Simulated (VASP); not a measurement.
# Ca (Pm-3m) in VASP: notebook, part 2 of 2

VASP 6.6.1. Earlier steps stand in the parts before.

### Step 4. Single point, PBE (volume scaled by 0.6)

Contents of INCAR:

```
PREC     = Accurate       # precision mode
ENCUT    = 520            # plane-wave cutoff, eV
EDIFF    = 1E-6           # SCF threshold, eV
ISMEAR   = -1             # smearing method
SIGMA    = 0.1            # smearing width, eV
LREAL    = F              # projectors in reciprocal space
LASPH    = T              # aspherical terms in the spheres
NELM     = 100            # most SCF steps
ALGO     = Normal         # electronic algorithm
ISIF     = 2              # what is computed and relaxed
LWAVE    = F              # write WAVECAR
LCHARG   = F              # write CHGCAR
GGA      = PE             # functional
NBANDS   = 11             # bands
```

Contents of KPOINTS:

```
Automatic mesh
0
Gamma
  12 12 12
```

Contents of POSCAR:

```
Ca
1.0
    2.9707042346      0.0000000000      0.0000000000
    0.0000000000      2.9707042346      0.0000000000
    0.0000000000      0.0000000000      2.9707042346
Ca
1
Direct
    0.0000000000      0.0000000000      0.0000000000
```

Potentials or basis: VASP PAW PBE potentials, release 64 (Ca_sv).

Command:

```sh
cat potpaw_PBE.64/Ca_sv/POTCAR > POTCAR
mpirun -np 1 vasp_std > vasp.out
```

OUTCAR:

```text
PREC = Accurate
   ENCUT = 520
   EDIFF = 1E-6
   ISMEAR = -1
   LREAL = F
   LASPH = T
   NELM = 100
   ISIF = 2
   GGA = PE

 ion  position               nearest neighbor table
   1  0.000  0.000  0.000-

  LATTYP: Found a simple cubic cell.
 ALAT       =     2.9707042346

  Lattice vectors:

 A1 = (   2.9707042346,   0.0000000000,   0.0000000000)
 A2 = (   0.0000000000,   2.9707042346,   0.0000000000)
 A3 = (   0.0000000000,   0.0000000000,   2.9707042346)

Analysis of symmetry for initial positions (statically):
=====================================================================
 Subroutine PRICEL returns:
 Original cell was already a primitive cell.

 Routine SETGRP: Setting up the symmetry group for a
 simple cubic supercell.

 Subroutine GETGRP returns: Found 48 space group operations
 (whereof 48 operations were pure point group operations)
 out of a pool of 48 trial point group operations.

The static configuration has the point symmetry O_h .

Analysis of symmetry for dynamics (positions and initial velocities):
=====================================================================
 Subroutine PRICEL returns:
 Original cell was already a primitive cell.

 Routine SETGRP: Setting up the symmetry group for a
 simple cubic supercell.

 Subroutine GETGRP returns: Found 48 space group operations
 (whereof 48 operations were pure point group operations)
 out of a pool of 48 trial point group operations.

The dynamic configuration has the point symmetry O_h .

 Subroutine INISYM returns: Found 48 space group operations
 (whereof 48 operations are pure point group operations),
 and found     1 'primitive' translations

----------------------------------------------------------------------------------------

                                     Primitive cell

  volume of cell :      26.2167

  direct lattice vectors                    reciprocal lattice vectors
     2.970704235  0.000000000  0.000000000     0.336620519  0.000000000  0.000000000
[... 109 lines left out ...]
   GGA     = PE    functional components
   LHFCALC =     F    Hartree Fock is set to
   AEXX    =    0.0000 exact exchange contribution
   IVDW    =     0    specifies the selected vdW correction
   LEPSILON=     F    determine dielectric tensor
   LRPA    =     F    only Hartree local field effects (RPA)
 non-spin polarized calculation
  energy-cutoff  :      520.00
  volume of cell :       26.22
 maximum number of plane-waves:       739
 NGX is ok and might be reduce to    24
   NGX = 11   NGY = 11   NGZ = 11

 number of electron      10.0000001 magnetization

 Free energy of the ion-electron system (eV)
  ---------------------------------------------------
  ext. energy  EPLUGINS =         0.00000000
  ---------------------------------------------------
  free energy    TOTEN  =        -1.07079257 eV

  energy without entropy =       -1.05897071  energy(sigma->0) =       -1.06488164

 E-fermi :   4.0559     XC(G=0):  -9.3511

 val. band max:        4.0193153506   @ k =   0.5000   0.0833   0.0833
 cond. band min:       4.0700082599   @ k =   0.4167   0.4167   0.4167
 fundamental gap:      0.0506929093
 Fermi energy:         4.0558923547

 k-point     1 :       0.0000    0.0000    0.0000
  band No.  band energies     occupation
      1     -37.4103      2.00000
      2     -17.9633      2.00000
      3     -17.9633      2.00000
      4     -17.9633      2.00000
      5      -0.2952      2.00000
      6       4.6907      0.00349
      7       4.6907      0.00349
      8      10.0808      0.00000
      9      10.0808      0.00000
     10      10.0808      0.00000
     11      16.7496      0.00000
[... 309 lines left out ...]
 k-point    24 :       0.4167    0.3333    0.0000
  band No.  band energies     occupation
      1     -37.2006      2.00000
      2     -18.7354      2.00000
      3     -18.5516      2.00000
      4     -17.8205      2.00000
      5       2.9977      1.99995
      6       5.0979      0.00006
      7       7.4360      0.00000
      8       8.1241      0.00000
      9       8.3862      0.00000
     10       8.8003      0.00000
     11      12.1640      0.00000

 [... further k-points ...]

------------------------ aborting loop because EDIFF is reached ----------------------------------------

  FORCE on cell =-STRESS in cart. coord.  units (eV):
  Direction    XX          YY          ZZ          XY          YZ          ZX
  --------------------------------------------------------------------------------------
  -------------------------------------------------------------------------------------
  Total        2.0786061      2.0786061      2.0786061     -0.0000000      0.0000000      0.0000000
  in kB      127.0294833    127.0294833    127.0294833     -0.0000000      0.0000000      0.0000000
  external PRESSURE =     127.0294833 kB  Pullay stress =       0.0000000 kB

 VOLUME and BASIS-vectors are now :
 -----------------------------------------------------------------------------
  energy-cutoff  :      520.00
  volume of cell :       26.22
      direct lattice vectors                 reciprocal lattice vectors
     2.970704235  0.000000000  0.000000000     0.336620519  0.000000000  0.000000000
     0.000000000  2.970704235  0.000000000     0.000000000  0.336620519  0.000000000
     0.000000000  0.000000000  2.970704235     0.000000000  0.000000000  0.336620519

 POSITION                                       TOTAL-FORCE (eV/Angst)
 -----------------------------------------------------------------------------------
      0.00000      0.00000      0.00000         0.000000      0.000000      0.000000
 -----------------------------------------------------------------------------------
    total drift:                                0.000000      0.000000      0.000000

  FREE ENERGIE OF THE ION-ELECTRON SYSTEM (eV)
  ---------------------------------------------------
  free  energy   TOTEN  =        -1.0707925706 eV

  energy  without entropy=       -1.0589707136  energy(sigma->0) =       -1.06488164
```

OSZICAR:

```text
N       E                     dE             d eps       ncg     rms          rms(c)
DAV:   1     0.723943684990E+02    0.72394E+02   -0.53697E+03  1856   0.884E+02
DAV:   2     0.401785136796E+00   -0.71993E+02   -0.71104E+02  1980   0.228E+02
DAV:   3    -0.105736345375E+01   -0.14591E+01   -0.14465E+01  2440   0.322E+01
DAV:   4    -0.110937291316E+01   -0.52009E-01   -0.51932E-01  2330   0.500E+00
DAV:   5    -0.111061856821E+01   -0.12457E-02   -0.12456E-02  2466   0.588E-01    0.246E+00
DAV:   6    -0.108296013244E+01    0.27658E-01   -0.10319E-02  2699   0.106E+00    0.142E+00
DAV:   7    -0.107058556601E+01    0.12375E-01   -0.21231E-02  2761   0.141E+00    0.127E-01
DAV:   8    -0.107072832133E+01   -0.14276E-03   -0.48959E-04  2081   0.188E-01    0.374E-02
DAV:   9    -0.107079252677E+01   -0.64205E-04   -0.99120E-05  2325   0.948E-02    0.473E-03
DAV:  10    -0.107079257056E+01   -0.43786E-07   -0.32711E-06  2174   0.181E-02
   1 F= -.10707926E+01 E0= -.10648816E+01  d E =-.118219E-01
```

It took 5.2 s on 1 thread of Intel Xeon 6975P-C (Granite Rapids), shared host; peak memory 0.15 GiB.

What came out:

```yaml
Free_energy: -1.0708 eV
Pressure: 12.7 GPa
Band_gap_on_the_k_mesh: zero (band 5 reaches 4.31 eV, above the bottom of band 6 at 3.99 eV)
```

Levels at points of the mesh, in eV from the Fermi level:
| k point | band 1 | band 2 | band 3 | band 4 | band 5 | band 6 | band 7 | band 8 | band 9 | band 10 |
| --- | --- | --- | --- | --- | --- | --- | --- | --- | --- | --- |
| (0.00, 0.00, 0.00) | -41.47 | -22.02 | -22.02 | -22.02 | -4.35 | 0.63 | 0.63 | 6.02 | 6.02 | 6.02 |
| (0.50, 0.00, 0.00) | -41.34 | -22.97 | -21.93 | -21.93 | -0.71 | 0.15 | 1.46 | 3.84 | 3.84 | 6.23 |
| (0.50, 0.50, 0.00) | -41.22 | -22.81 | -22.81 | -21.85 | -1.40 | 1.62 | 4.38 | 4.38 | 4.62 | 4.62 |
| (0.50, 0.50, 0.50) | -41.10 | -22.67 | -22.67 | -22.67 | 0.26 | 0.26 | 0.26 | 6.73 | 7.38 | 7.38 |
